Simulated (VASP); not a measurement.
Set up this calculation in VASP 6.6.1, as the native input.

| Item | Value |
| --- | --- |
| Task | single point |
| Functional | r2SCAN |
| Potentials or basis | VASP PAW PBE potentials, release 64 (Al, Ga_d, N) |
| Cutoff | 520 eV |
| k mesh | 6 × 6 × 6 |
| Occupations | gaussian, width 0.05 eV |
| Spin | no spin polarisation |
| Dipole correction | no |
| Further INCAR settings | ALGO = Normal; EDIFF = 1e-06; NBANDS = 31 |

The system is Al3GaN4.

```
Al Ga N
1.0
     4.57729    0.00000    0.00000
     0.00000    4.57729    0.00000
     0.00000    0.00000    4.40124
Al Ga N
3 1 4
Direct
  0.50000 0.50000 0.00000
  0.50000 0.00000 0.50000
  0.00000 0.50000 0.50000
  0.00000 0.00000 0.00000
  0.74446 0.74446 0.25554
  0.74446 0.25554 0.74446
  0.25554 0.74446 0.74446
  0.25554 0.25554 0.25554
```

This cell differs from its parent crystal: strain +0.040 along x and y, +0.000 along z.

One way to write it, as run:

POSCAR

```
Al3GaN4
1.0
    4.5772867843      0.0000000000      0.0000000000
    0.0000000000      4.5772867843      0.0000000000
    0.0000000000      0.0000000000      4.4012372926
Al Ga N
3 1 4
Direct
    0.5000000000      0.5000000000      0.0000000000
    0.5000000000      0.0000000000      0.5000000000
    0.0000000000      0.5000000000      0.5000000000
    0.0000000000      0.0000000000      0.0000000000
    0.7444581602      0.7444581602      0.2555418398
    0.7444581602      0.2555418398      0.7444581602
    0.2555418398      0.7444581602      0.7444581602
    0.2555418398      0.2555418398      0.2555418398
```

INCAR.step1

```
SYSTEM = Al3GaN4
ALGO = Normal
EDIFF = 1E-4
ENCUT = 520
GGA = PE
ISMEAR = 0
LASPH = .TRUE.
LCHARG = .FALSE.
LREAL = .FALSE.
LWAVE = .TRUE.
NBANDS = 31
NELM = 80
PREC = Accurate
SIGMA = 0.05
```

INCAR.step2

```
SYSTEM = Al3GaN4
ALGO = Normal
EDIFF = 1E-6
ENCUT = 520
ISIF = 2
ISMEAR = 0
ISTART = 1
LASPH = .TRUE.
LCHARG = .FALSE.
LMIXTAU = .TRUE.
LREAL = .FALSE.
LWAVE = .FALSE.
METAGGA = R2SCAN
NBANDS = 31
NELM = 80
PREC = Accurate
SIGMA = 0.05
```

KPOINTS

```
k-points
0
G
  6 6 6
  0 0 0
```

Potentials or basis: VASP PAW PBE potentials, release 64 (Al, Ga_d, N).

Launch:

```sh
$ cat potpaw_PBE.64/Al/POTCAR potpaw_PBE.64/Ga_d/POTCAR potpaw_PBE.64/N/POTCAR > POTCAR
$ cp INCAR.step1 INCAR
$ mpirun -np 1 vasp_std > vasp.out
$ cp INCAR.step2 INCAR
$ mpirun -np 1 vasp_std > vasp.out
```

It gave:

The pressure is -14.1 GPa, the largest force is 0.071 eV/Å and the band gap on the k mesh is 3.34 eV.

Caveat: the cell differs from its parent crystal (strain +0.040 along x and y, +0.000 along z); the stress differs along the axes, from -16 to -11 GPa; the PAW data sets were made with another functional, which shifts forces and pressure a little.

Wall time 7.1 min on 1 thread of Intel Xeon 8259CL (shared host), peak memory 0.28 GiB.
